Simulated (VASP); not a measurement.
Here is a VASP 6.6.1 calculation.

Contents of INCAR:

```
SYSTEM = Ga3As3O
ALGO = Normal ; DIPOL = 0.5 0.5 0.315
EDIFF = 1E-6 ; ENCUT = 520
GGA = PE ; GGA_COMPAT = .FALSE.
IDIPOL = 3 ; ISIF = 2
ISMEAR = 0 ; ISPIN = 2
LASPH = .TRUE. ; LCHARG = .FALSE.
LDIPOL = .TRUE. ; LORBIT = 11
LREAL = .FALSE. ; LWAVE = .FALSE.
MAGMOM = 0 0 0 0 0 0 2 ; NBANDS = 43
NELM = 200 ; NELMDL = -8
PREC = Accurate ; SIGMA = 0.05
```

KPOINTS

```
k-points
0
G
  7 5 1
  0 0 0
```

File POSCAR:

```
Ga3As3O
1.0
    4.0629609251      0.0000000000      0.0000000000
    0.0000000000      5.7458944437      0.0000000000
    0.0000000000      0.0000000000     19.8924416078
Ga As O
3 3 1
Direct
    0.5000000000      0.5000000000      0.2010813996
    0.0000000000      0.0635976529      0.3146195102
    0.5000000000      0.4877931194      0.3796180525
    0.0000000000      0.2500000000      0.2010813996
    0.5000000000      0.8095618192      0.2945553866
    0.0000000000      0.2894088168      0.4218909761
    0.5000000000      0.7894088168      0.3886540531
```

Potentials or basis: VASP PAW PBE potentials, release 64 (Ga_d, As, O).

Launch:

```sh
$ cat potpaw_PBE.64/Ga_d/POTCAR potpaw_PBE.64/As/POTCAR potpaw_PBE.64/O/POTCAR > POTCAR
$ mpirun -np 1 vasp_std > vasp.out
```

(1) Estimate the net moment.

(2) Predict the band gap on the k mesh.

(3) What does it give for the largest force?

## Answers

(1) 0.00 μB per cell.

(2) zero (filled and empty bands overlap).

(3) 3.585 eV/Å.
